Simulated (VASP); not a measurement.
# Sb3Se (Pm-3n) in VASP: further runs

Sb3Se is run at these levels: PBE; tasks: single point, relaxation of cell and atoms.

Everything below comes from runs of VASP 6.6.1. Logs are shortened: lines on timing, memory, paths and dates and some standing lists are left out, and cuts for length are marked.

## (1) The cell of the first run

It takes space group Pm-3n (No. 223, cubic). The conventional cell has a = 5.956 Å, b = 5.956 Å, c = 5.956 Å, α = 90.00°, β = 90.00°, γ = 90.00°. Within 3.9 Å of Sb (site symmetry -4m2) lie 10 Sb at 2.98 to 3.65 Å and 4 Se at 3.33 Å. Se (site symmetry m-3) has 12 Sb at 3.33 Å within 4.4 Å.

The cell was built from a structure type or drawn by symmetry, and may not be a known phase.

## (2) Single point, PBE

Contents of INCAR:

```
PREC = Accurate
ENCUT = 520
EDIFF = 1E-6
ISMEAR = 0
SIGMA = 0.1
LREAL = False
LASPH = True
NELM = 80
ALGO = Normal
ISIF = 2
LWAVE = False
LCHARG = False
GGA = PE
NBANDS = 31
```

Contents of KPOINTS:

```
Automatic mesh
0
Gamma
  6 6 6
```

Contents of POSCAR:

```
Sb3Se
1.0
    5.9559046703      0.0000000000      0.0000000000
    0.0000000000      5.9559046703      0.0000000000
    0.0000000000      0.0000000000      5.9559046703
Sb Se
6 2
Direct
    0.2500000000      0.0000000000      0.5000000000
    0.5000000000      0.7500000000      0.0000000000
    0.7500000000      0.0000000000      0.5000000000
    0.5000000000      0.2500000000      0.0000000000
    0.0000000000      0.5000000000      0.7500000000
    0.0000000000      0.5000000000      0.2500000000
    0.0000000000      0.0000000000      0.0000000000
    0.5000000000      0.5000000000      0.5000000000
```

Potentials or basis: VASP PAW PBE potentials, release 64 (Sb, Se).

The run is started by

```console
> cat potpaw_PBE.64/Sb/POTCAR potpaw_PBE.64/Se/POTCAR > POTCAR
> mpirun -np 1 vasp_std > vasp.out
```

OUTCAR:

```text
PREC = Accurate
   ENCUT = 520
   EDIFF = 1E-6
   ISMEAR = 0
   LREAL = False
   LASPH = True
   NELM = 80
   ISIF = 2
   GGA = PE

 ion  position               nearest neighbor table
   1  0.250  0.000  0.500-   3 2.98   3 2.98   4 3.65   5 3.65   6 3.65   2 3.65   4 3.65   5 3.65
                             6 3.65   2 3.65
   2  0.500  0.750  0.000-   4 2.98   4 2.98   1 3.65   5 3.65   6 3.65   1 3.65   3 3.65   3 3.65
                             5 3.65   6 3.65
   3  0.750  0.000  0.500-   1 2.98   1 2.98   4 3.65   5 3.65   6 3.65   2 3.65   4 3.65   5 3.65
                             6 3.65   2 3.65
   4  0.500  0.250  0.000-   2 2.98   2 2.98   3 3.65   5 3.65   6 3.65   1 3.65   3 3.65   1 3.65
                             5 3.65   6 3.65
   5  0.000  0.500  0.750-   6 2.98   6 2.98   3 3.65   4 3.65   1 3.65   2 3.65   1 3.65   3 3.65
                             2 3.65   4 3.65
   6  0.000  0.500  0.250-   5 2.98   5 2.98   3 3.65   4 3.65   1 3.65   2 3.65   1 3.65   3 3.65
                             2 3.65   4 3.65
   7  0.000  0.000  0.000-
   8  0.500  0.500  0.500-

  LATTYP: Found a simple cubic cell.
 ALAT       =     5.9559046703

  Lattice vectors:

 A1 = (   5.9559046703,   0.0000000000,   0.0000000000)
 A2 = (   0.0000000000,   5.9559046703,   0.0000000000)
 A3 = (   0.0000000000,   0.0000000000,   5.9559046703)

Analysis of symmetry for initial positions (statically):
=====================================================================
 Subroutine PRICEL returns:
 Original cell was already a primitive cell.

 Routine SETGRP: Setting up the symmetry group for a
 simple cubic supercell.

 Subroutine GETGRP returns: Found 48 space group operations
 (whereof 24 operations were pure point group operations)
 out of a pool of 48 trial point group operations.

The static configuration has the point symmetry T_h .
 The point group associated with its full space group is O_h .

Analysis of symmetry for dynamics (positions and initial velocities):
=====================================================================
 Subroutine PRICEL returns:
 Original cell was already a primitive cell.

 Routine SETGRP: Setting up the symmetry group for a
 simple cubic supercell.

 Subroutine GETGRP returns: Found 48 space group operations
 (whereof 24 operations were pure point group operations)
 out of a pool of 48 trial point group operations.

The dynamic configuration has the point symmetry T_h .
 The point group associated with its full space group is O_h .

 Subroutine INISYM returns: Found 48 space group operations
 (whereof 24 operations are pure point group operations),
 and found     1 'primitive' translations

----------------------------------------------------------------------------------------

                                     Primitive cell

  volume of cell :     211.2726

  direct lattice vectors                    reciprocal lattice vectors
     5.955904670  0.000000000  0.000000000     0.167900605  0.000000000  0.000000000
     0.000000000  5.955904670  0.000000000     0.000000000  0.167900605  0.000000000
     0.000000000  0.000000000  5.955904670     0.000000000  0.000000000  0.167900605

  length of vectors
     5.955904670  5.955904670  5.955904670     0.167900605  0.167900605  0.167900605

  position of ions in fractional coordinates (direct lattice)
     0.250000000  0.000000000  0.500000000
     0.500000000  0.750000000  0.000000000
     0.750000000  0.000000000  0.500000000
     0.500000000  0.250000000  0.000000000
     0.000000000  0.500000000  0.750000000
     0.000000000  0.500000000  0.250000000
     0.000000000  0.000000000  0.000000000
     0.500000000  0.500000000  0.500000000

  ion indices of the primitive-cell ions
   primitive index   ion index
                 1           1
                 2           2
                 3           3
                 4           4
                 5           5
                 6           6
                 7           7
                 8           8

----------------------------------------------------------------------------------------

 KPOINTS: Automatic mesh

Automatic generation of k-mesh.
 Grid dimensions read from file:
 generate k-points for:    6    6    6

 Generating k-lattice:

  Cartesian coordinates                     Fractional coordinates (reciprocal lattice)
     0.027983434  0.000000000  0.000000000     0.166666667  0.000000000  0.000000000
     0.000000000  0.027983434  0.000000000     0.000000000  0.166666667  0.000000000
     0.000000000  0.000000000  0.027983434     0.000000000  0.000000000  0.166666667

  Length of vectors
     0.027983434  0.027983434  0.027983434

  Shift w.r.t. Gamma in fractional coordinates (k-lattice)
     0.000000000  0.000000000  0.000000000

 Subroutine IBZKPT returns following result:
 ===========================================

 Found     20 irreducible k-points:

 Following reciprocal coordinates:
[... 38 lines left out ...]
   PSTRESS=    0.0 pullay stress
   NELECT =      42.0000    total number of electrons
   NUPDOWN=      -1.0000    fix difference up-down
   EMIN   =  10.00;   EMAX   =-10.00  energy-range for DOS
   EFERMI =   0.00;   METHOD = LEGACY
   ISMEAR =     0;   SIGMA  =   0.10  broadening in eV -4-tet -1-fermi 0-gaus
   EFERMI_NEDOS =   21; number of points for ismear=-14 and -15
   IALGO  =     38    algorithm
   IMIX   =      4    mixing-type and parameters
     AMIX     =   0.40;   BMIX     =  1.00
     AMIX_MAG =   1.60;   BMIX_MAG =  1.00
  volume/ion in A,a.u.               =      26.41       178.22
  Fermi-wavevector in a.u.,A,eV,Ry     =   0.955455  1.805548 12.420678  0.912894
  Thomas-Fermi vector in A             =   2.084294
   LORBIT       =      0    0 simple, 1 ext, 2 COOP (PROOUT), +10 PAW based schemes
   GGA     = PE    functional components
   LHFCALC =     F    Hartree Fock is set to
   AEXX    =    0.0000 exact exchange contribution
   IVDW    =     0    specifies the selected vdW correction
   LEPSILON=     F    determine dielectric tensor
   LRPA    =     F    only Hartree local field effects (RPA)
 non-spin polarized calculation
 Gauss-broadening in eV      SIGMA  =   0.10
  energy-cutoff  :      520.00
  volume of cell :      211.27
 maximum number of plane-waves:      5716
 NGX is ok and might be reduce to    48
   NGX = 23   NGY = 23   NGZ = 23

 number of electron      42.0000004 magnetization

 Free energy of the ion-electron system (eV)
  ---------------------------------------------------
  ext. energy  EPLUGINS =         0.00000000
  ---------------------------------------------------
  free energy    TOTEN  =       -28.50612276 eV

  energy without entropy =      -28.48731747  energy(sigma->0) =      -28.49672011

 E-fermi :   7.4378     XC(G=0): -10.0981

 val. band max:        7.4083651538   @ k =   0.5000   0.1667   0.0000
 cond. band min:       7.5138568592   @ k =   0.5000   0.3333   0.0000
 fundamental gap:      0.1054917054
 Fermi energy:         7.4377700301

 k-point     1 :       0.0000    0.0000    0.0000
  band No.  band energies     occupation
      1      -6.5064      2.00000
      2      -5.4806      2.00000
      3      -3.0100      2.00000
      4      -2.4837      2.00000
      5      -2.4837      2.00000
      6      -0.5697      2.00000
[... 23 lines left out ...]
     30      12.9952      0.00000
     31      13.7437      0.00000

 k-point     2 :       0.1667    0.0000    0.0000
  band No.  band energies     occupation
      1      -6.4272      2.00000
      2      -5.5133      2.00000
      3      -3.0650      2.00000
      4      -2.7618      2.00000
      5      -2.3815      2.00000
      6      -0.5604      2.00000
[... 23 lines left out ...]
     30      12.5157      0.00000
     31      13.4859      0.00000

 k-point     3 :       0.3333    0.0000    0.0000
  band No.  band energies     occupation
      1      -6.2074      2.00000
      2      -5.6478      2.00000
      3      -3.1951      2.00000
      4      -3.1469      2.00000
      5      -2.0699      2.00000
      6      -0.9646      2.00000
[... 567 lines left out ...]
     30       8.7256      0.00000
     31       8.9641      0.00000

 k-point    20 :       0.5000    0.5000    0.5000
  band No.  band energies     occupation
      1      -5.5768      2.00000
      2      -5.5768      2.00000
      3      -2.5232      2.00000
      4      -2.5232      2.00000
      5      -2.5232      2.00000
      6      -2.5232      2.00000
[... 23 lines left out ...]
     30       7.7973      0.00000
     31       7.7973      0.00000

------------------------ aborting loop because EDIFF is reached ----------------------------------------

  FORCE on cell =-STRESS in cart. coord.  units (eV):
  Direction    XX          YY          ZZ          XY          YZ          ZX
  --------------------------------------------------------------------------------------
  -------------------------------------------------------------------------------------
  Total       -0.1578683     -0.1578683     -0.1578683     -0.0000000      0.0000000      0.0000000
  in kB       -1.1971880     -1.1971880     -1.1971880     -0.0000000      0.0000000      0.0000000
  external PRESSURE =      -1.1971880 kB  Pullay stress =       0.0000000 kB

 VOLUME and BASIS-vectors are now :
 -----------------------------------------------------------------------------
  energy-cutoff  :      520.00
  volume of cell :      211.27
      direct lattice vectors                 reciprocal lattice vectors
     5.955904670  0.000000000  0.000000000     0.167900605  0.000000000  0.000000000
     0.000000000  5.955904670  0.000000000     0.000000000  0.167900605  0.000000000
     0.000000000  0.000000000  5.955904670     0.000000000  0.000000000  0.167900605

 POSITION                                       TOTAL-FORCE (eV/Angst)
 -----------------------------------------------------------------------------------
      1.48898      0.00000      2.97795        -0.000000     -0.000000      0.000000
      2.97795      4.46693      0.00000        -0.000000      0.000000      0.000000
      4.46693      0.00000      2.97795         0.000000     -0.000000     -0.000000
      2.97795      1.48898      0.00000        -0.000000     -0.000000      0.000000
      0.00000      2.97795      4.46693         0.000000      0.000000      0.000000
      0.00000      2.97795      1.48898         0.000000      0.000000     -0.000000
      0.00000      0.00000      0.00000         0.000000      0.000000     -0.000000
      2.97795      2.97795      2.97795         0.000000      0.000000     -0.000000
 -----------------------------------------------------------------------------------
    total drift:                               -0.000000     -0.000000      0.000000

  FREE ENERGIE OF THE ION-ELECTRON SYSTEM (eV)
  ---------------------------------------------------
  free  energy   TOTEN  =       -28.5061227580 eV

  energy  without entropy=      -28.4873174700  energy(sigma->0) =      -28.49672011
```

Wall time 67 s (1 thread of Intel Xeon 6975P-C (Granite Rapids), shared host); peak memory 0.37 GiB.

What came out:

| Item | Value |
| --- | --- |
| Free energy | -28.5061 eV |
| Pressure | -0.1 GPa |
| Band gap on the k mesh | zero (bands 21 and 22 overlap by 0.72 eV) |

Levels at points of the mesh, in eV from the Fermi level:
| k point | band 17 | band 18 | band 19 | band 20 | band 21 | band 22 | band 23 | band 24 | band 25 | band 26 |
| --- | --- | --- | --- | --- | --- | --- | --- | --- | --- | --- |
| (0.00, 0.00, 0.00) | -2.88 | -1.48 | -1.48 | -1.48 | -0.17 | -0.17 | -0.17 | 1.03 | 1.03 | 1.03 |
| (0.50, 0.00, 0.00) | -1.69 | -1.69 | -0.54 | -0.54 | -0.45 | -0.45 | 0.80 | 0.80 | 1.45 | 1.45 |
| (0.50, 0.50, 0.00) | -1.47 | -1.45 | -1.13 | -1.13 | -0.17 | 0.48 | 0.71 | 1.30 | 1.30 | 1.39 |
| (0.50, 0.50, 0.50) | -0.13 | -0.13 | -0.13 | -0.13 | -0.13 | -0.13 | 0.27 | 0.27 | 0.27 | 0.27 |

Caveat: spin-orbit coupling is left out, which moves the levels of the heavy elements.

## (3) Relaxation of cell and atoms, PBE

This run uses another cell than the first one, of 24.70 Å³/atom.

Contents of INCAR:

```
PREC = Accurate
ENCUT = 600
EDIFF = 1E-6
ISMEAR = 0
SIGMA = 0.1
LREAL = F
LASPH = T
NELM = 100
ALGO = Normal
ISIF = 3
LWAVE = F
LCHARG = F
GGA = PE
IBRION = 2
NSW = 90
EDIFFG = -0.04
```

Contents of KPOINTS:

```
regular mesh
0
Gamma
  4 4 4
```

POSCAR: that of step 2 with these lines changed.

```diff
@@ -2,5 +2,5 @@
 1.0
-    5.9559046703      0.0000000000      0.0000000000
-    0.0000000000      5.9559046703      0.0000000000
-    0.0000000000      0.0000000000      5.9559046703
+    5.8248788800      0.0000000000      0.0000000000
+    0.0000000000      5.8248788800      0.0000000000
+    0.0000000000      0.0000000000      5.8248788800
 Sb Se
```

Potentials or basis: VASP PAW PBE potentials, release 64 (Sb, Se).

The run is started by

```console
> cat potpaw_PBE.64/Sb/POTCAR potpaw_PBE.64/Se/POTCAR > POTCAR
> mpirun -np 1 vasp_std > vasp.out
```

Run time: 81 s. Hardware: 1 thread of Intel Xeon 6975P-C (Granite Rapids), shared host; peak memory 0.36 GiB.

Results (log left out):

```yaml
Free_energy: -28.3991 eV
Relaxed_volume: 26.28 Å³/atom
Relaxed_cell: a = 5.946 Å, b = 5.946 Å, c = 5.946 Å, α = 90.00°, β = 90.00°, γ = 90.00°
Space_group_after_relaxing_to_0.1_Å: Pm-3n (No. 223)
Energy_gained_by_relaxing: 18.8 meV/atom
Ionic_steps: 3
Pressure_after_relaxing: 0.0 GPa
Band_gap_on_the_k_mesh: zero (bands 21 and 22 overlap by 0.65 eV)
```

Step by step:
```tsv
step	energy change (eV)	largest force (eV/Å)	pressure (GPa)	volume (Å³)
1	0.0000	0.0000	4.05	197.63
2	-0.1241	0.0000	-1.43	216.04
3	-0.1506	0.0000	0.01	210.25
```

Final structure:
```yaml
crystal:
  lattice:
    - [5.94627, 0.00000, 0.00000]
    - [0.00000, 5.94627, 0.00000]
    - [0.00000, 0.00000, 5.94627]
  atoms:
    - { symbol: Sb, position: [0.25000, 0.00000, 0.50000] }
    - { symbol: Sb, position: [0.50000, 0.75000, 0.00000] }
    - { symbol: Sb, position: [0.75000, 0.00000, 0.50000] }
    - { symbol: Sb, position: [0.50000, 0.25000, 0.00000] }
    - { symbol: Sb, position: [0.00000, 0.50000, 0.75000] }
    - { symbol: Sb, position: [0.00000, 0.50000, 0.25000] }
    - { symbol: Se, position: [0.00000, 0.00000, 0.00000] }
    - { symbol: Se, position: [0.50000, 0.50000, 0.50000] }
```

Levels at points of the mesh, in eV from the Fermi level:
| k point | band 17 | band 18 | band 19 | band 20 | band 21 | band 22 | band 23 | band 24 | band 25 | band 26 |
| --- | --- | --- | --- | --- | --- | --- | --- | --- | --- | --- |
| (0.00, 0.00, 0.00) | -2.93 | -1.54 | -1.54 | -1.54 | -0.22 | -0.22 | -0.22 | 0.98 | 0.98 | 0.98 |
| (0.50, 0.00, 0.00) | -1.75 | -1.75 | -0.60 | -0.60 | -0.50 | -0.50 | 0.77 | 0.77 | 1.41 | 1.41 |
| (0.50, 0.50, 0.00) | -1.53 | -1.50 | -1.18 | -1.18 | -0.20 | 0.43 | 0.67 | 1.26 | 1.26 | 1.36 |
| (0.50, 0.50, 0.50) | -0.18 | -0.18 | -0.18 | -0.18 | -0.18 | -0.18 | 0.22 | 0.22 | 0.22 | 0.22 |

Caveat: spin-orbit coupling is left out, which moves the levels of the heavy elements.

## (4) Relaxation of cell and atoms, PBE

This run uses another cell than the first one, of 26.50 Å³/atom.

Contents of INCAR:

```
SYSTEM = Sb3Se
PREC = Accurate ; ENCUT = 600
EDIFF = 1E-6 ; ISMEAR = 0
SIGMA = 0.1 ; LREAL = .FALSE.
LASPH = .TRUE. ; NELM = 80
ALGO = Normal ; ISIF = 3
LWAVE = .FALSE. ; LCHARG = .FALSE.
GGA = PE ; IBRION = 2
NSW = 100 ; EDIFFG = -0.01
```

Contents of KPOINTS:

```
Automatic mesh
0
G
  6 6 6
  0 0 0
```

POSCAR: that of step 3 with these lines changed.

```diff
@@ -2,5 +2,5 @@
 1.0
-    5.8248788800      0.0000000000      0.0000000000
-    0.0000000000      5.8248788800      0.0000000000
-    0.0000000000      0.0000000000      5.8248788800
+    5.9624267371      0.0000000000      0.0000000000
+    0.0000000000      5.9624267371      0.0000000000
+    0.0000000000      0.0000000000      5.9624267371
 Sb Se
```

The run is started by

```console
> cat potpaw_PBE.64/Sb/POTCAR potpaw_PBE.64/Se/POTCAR > POTCAR
> mpirun -np 1 vasp_std > vasp.out
```

Wall time 2 min (1 thread of Intel Xeon 6975P-C (Granite Rapids), shared host); peak memory 0.4 GiB.

The run converged. Its results:

* Free energy: -28.5065 eV
* Relaxed volume: 26.35 Å³/atom
* Relaxed cell: a = 5.952 Å, b = 5.952 Å, c = 5.952 Å, α = 90.00°, β = 90.00°, γ = 90.00°
* Space group after relaxing (to 0.1 Å): Pm-3n (No. 223)
* Energy gained by relaxing: 0.1 meV/atom
* Ionic steps: 3
* Pressure after relaxing: 0.0 GPa
* Band gap on the k mesh: zero (bands 21 and 22 overlap by 0.72 eV)

The path:
| step | energy change (eV) | largest force (eV/Å) | pressure (GPa) | volume (Å³) |
| --- | --- | --- | --- | --- |
| 1 | 0.0000 | 0.0000 | -0.31 | 211.97 |
| 2 | -0.0010 | 0.0000 | 0.13 | 210.39 |
| 3 | -0.0011 | 0.0000 | 0.00 | 210.82 |

Final structure:
```yaml
crystal:
  lattice:
    - [5.95166, 0.00000, 0.00000]
    - [0.00000, 5.95166, 0.00000]
    - [0.00000, 0.00000, 5.95166]
  atoms:
    - { symbol: Sb, position: [0.25000, 0.00000, 0.50000] }
    - { symbol: Sb, position: [0.50000, 0.75000, 0.00000] }
    - { symbol: Sb, position: [0.75000, 0.00000, 0.50000] }
    - { symbol: Sb, position: [0.50000, 0.25000, 0.00000] }
    - { symbol: Sb, position: [0.00000, 0.50000, 0.75000] }
    - { symbol: Sb, position: [0.00000, 0.50000, 0.25000] }
    - { symbol: Se, position: [0.00000, 0.00000, 0.00000] }
    - { symbol: Se, position: [0.50000, 0.50000, 0.50000] }
```

Levels at points of the mesh, in eV from the Fermi level:
```csv
k point,band 18,band 19,band 20,band 21,band 22,band 23,band 24,band 25
"(0.00, 0.00, 0.00)",-1.48,-1.48,-1.48,-0.17,-0.17,-0.17,1.03,1.03
"(0.50, 0.00, 0.00)",-1.70,-0.54,-0.54,-0.45,-0.45,0.81,0.81,1.46
"(0.50, 0.50, 0.00)",-1.45,-1.14,-1.14,-0.16,0.48,0.72,1.30,1.30
"(0.50, 0.50, 0.50)",-0.13,-0.13,-0.13,-0.13,-0.13,0.27,0.27,0.27
```

Caveat: spin-orbit coupling is left out, which moves the levels of the heavy elements.

## (5) Summary

```csv
task,cell,k mesh,cutoff (eV),gap on the mesh (eV),pressure (GPa),relaxed volume (Å³/atom)
single point,"a = 5.956 Å, 8 atoms",6 × 6 × 6,520,none,-0.1,-
relaxation of cell and atoms,"relaxed from a = 5.825 Å, 8 atoms",4 × 4 × 4,600,none,0.0,26.28
relaxation of cell and atoms,"relaxed from a = 5.962 Å, 8 atoms",6 × 6 × 6,600,none,0.0,26.35
```

Alike in all rows: level PBE; potentials or basis VASP PAW PBE potentials, release 64 (Sb, Se); no spin polarisation; smearing gaussian 0.1 eV.

Caveats: spin-orbit coupling is left out, which moves the levels of the heavy elements.

Absolute energies hang on the potentials; compare differences alone.
